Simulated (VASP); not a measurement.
Input of a VASP 6.6.1 run:

Contents of INCAR:

```
PREC = Accurate ; ENCUT = 520
EDIFF = 1E-6 ; ISMEAR = 0
SIGMA = 0.05 ; LREAL = False
LASPH = True ; NELM = 150
ALGO = Normal ; ISIF = 2
LWAVE = False ; LCHARG = False
ISPIN = 2 ; MAGMOM = 0.5 0.5
LORBIT = 11 ; GGA = PE
NBANDS = 25
```

The input KPOINTS:

```
regular mesh
0
Gamma
  1 1 23
```

File POSCAR:

```
Sn
1.0
   11.3000000000      0.0000000000      0.0000000000
    0.0000000000      9.3000000000      0.0000000000
    0.0000000000      0.0000000000      2.7489965666
Sn
2
Direct
    0.3967232881      0.5000000000      0.0000000000
    0.6032767119      0.5000000000      0.5000000000
```

Potentials or basis: VASP PAW PBE potentials, release 64 (Sn_d).

Launch:

```sh
$ cat potpaw_PBE.64/Sn_d/POTCAR > POTCAR
$ mpirun -np 1 vasp_std > vasp.out
```

Question: What does it give for the net moment?

Answer: 0.00 μB per cell.

Question: What does it give for the largest force?

Answer: 2.536 eV/Å.

Question: Predict the band gap on the k mesh.

Answer: Zero (filled and empty bands overlap).

Forces on the atoms (eV/Å):
```
Sn  -2.536  0.000  0.000
Sn   2.536  0.000  0.000
```

Caveat: spin-orbit coupling is left out, which moves the levels of the heavy elements.
